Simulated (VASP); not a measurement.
Here is a VASP 6.6.1 calculation.

INCAR

```
SYSTEM = ZrP2
ALGO = Normal ; EDIFF = 1E-6
ENCUT = 520 ; GGA = PE
ISIF = 2 ; ISMEAR = -1
LASPH = .True. ; LCHARG = .False.
LREAL = .False. ; LWAVE = .False.
NBANDS = 56 ; NELM = 80
PREC = Accurate ; SIGMA = 0.05
```

Contents of KPOINTS:

```
k-points
0
Gamma
  3 3 3
  0 0 0
```

The input POSCAR:

```
ZrP2
1.0
    6.2142000000      0.1657970000     -0.2203700000
   -0.0170430000      5.7797870000      0.6600650000
    0.6881600000      0.3611340000      6.3551000000
Zr P
4 8
Direct
    0.4821416290      0.2896630081      0.9854150426
    0.8274704306      0.0138613340      0.7235301219
    0.3336113352      0.9690677798      0.4286826652
    0.0967596927      0.4712089940      0.5076257445
    0.6244847778      0.8407258580      0.1223947691
    0.4565227847      0.7588129392      0.8194236225
    0.0581311166      0.2447715538      0.1621298199
    0.7454663541      0.4535548724      0.2481471139
    0.8657066780      0.5367336236      0.8843293892
    0.9116287424      0.8948310273      0.3249568038
    0.5278146517      0.3450620279      0.5465198262
    0.1747584201      0.9286355814      0.9992515724
```

Potentials or basis: VASP PAW PBE potentials, release 64 (Zr_sv, P).

The run is started by

```sh
$ cat potpaw_PBE.64/Zr_sv/POTCAR potpaw_PBE.64/P/POTCAR > POTCAR
$ mpirun -np 1 vasp_std > vasp.out
```

Problem. What does it give for the pressure?

Solution. -3.8 GPa.

Problem. What does it give for the largest force?

Solution. 2.160 eV/Å.

Stress tensor (GPa, compression positive):
```
-5.23 -0.64 -2.91
-0.64 -2.29  0.11
-2.91  0.11 -4.02
```

Caveat: the k points lie up to 0.37 Å⁻¹ apart.
